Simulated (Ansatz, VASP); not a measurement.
**Al: VASP beside Ansatz**

```
Al
1.0
     2.84580    0.00000    0.00000
    -1.42290    2.46454    0.00000
     0.00000    0.00000    9.24683
Al
4
Direct
  0.66667 0.33333 0.75000
  0.00000 0.00000 0.50000
  0.33333 0.66667 0.25000
  0.00000 0.00000 0.00000
```

Change from the starting cell: volume scaled by 1.02.

Alike in both runs: task single point; functional PBEsol; k mesh 11 × 11 × 3; occupations fermi-dirac, width 0.05 eV; no spin polarisation.

|  | VASP | Ansatz |
| --- | --- | --- |
| version | VASP 6.6.1 | Ansatz 0.2.0 |
| potentials or method | VASP PAW PBE potentials, release 64 (Al), cutoff 520 eV | all-electron LAPW, scalar-relativistic |

```tsv
	VASP	Ansatz	Ansatz less VASP
gap on the k mesh at the Fermi level (eV)	none	none	-
pressure (GPa)	0.3	0.3	-0.06
traceless stress, the component that is largest in VASP (GPa)	1.26	1.26	-0.001
```

VASP's potentials were made for PBE, not for PBEsol. A gap of «none» marks a metal or a gap that the smearing closes. Ansatz ran all-electron here, and VASP with PAW potentials.
